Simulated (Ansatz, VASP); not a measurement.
# Two plane-wave programs on SrCdSiS4

```
Sr Cd Si S
1.0
    10.21319    0.00000    0.00000
     0.00000    5.03775    3.17874
     0.00000   -5.03775    3.17874
Sr Cd Si S
2 2 2 8
Cartesian
  0.0000 0.0000 0.0211
  5.1066 0.0000 0.0211
  7.6599 -1.7078 2.8129
  2.5533 1.7078 2.8129
  7.6599 2.1854 3.1083
  2.5533 -2.1854 3.1083
  4.2825 -2.2462 4.3747
  5.9307 2.2462 4.3747
  0.8241 -2.2462 4.3747
  9.3891 2.2462 4.3747
  7.6599 -1.0059 5.1697
  2.5533 1.0059 5.1697
  7.6599 0.6584 1.6409
  2.5533 -0.6584 1.6409
```

Alike in both runs: functional PBE; dispersion D3(BJ); k mesh 4 × 4 × 4; occupations gaussian, width 0.02 eV; no spin polarisation.

Ansatz relaxed the structure, and its values are those at the end. VASP's run is a single point on that final structure, the one shown.

```csv
,VASP,Ansatz
version,VASP 6.6.1,Ansatz 0.2.0
potentials or method,"VASP PAW PBE potentials, release 64 (Sr_sv, Cd, Si, S), cutoff 500 eV","scalar-relativistic, plane waves, PAW"
valence electrons in the cell,100,116
```

|  | VASP | Ansatz | Ansatz less VASP |
| --- | --- | --- | --- |
| gap on the k mesh at the Fermi level (eV) | 2.75 | 2.75 | -0.002 |
| least direct gap on the mesh (eV) | 2.87 | 2.87 | -0.004 |
| pressure (GPa) | 0.1 | 0.0 | -0.06 |
| rms of the force components (eV/Å) | 0.019 | 0.002 | -0.0173 |

VASP's potentials hold 100 valence electrons a cell and Ansatz's 116, so a difference there can come from the potentials and not from the codes.
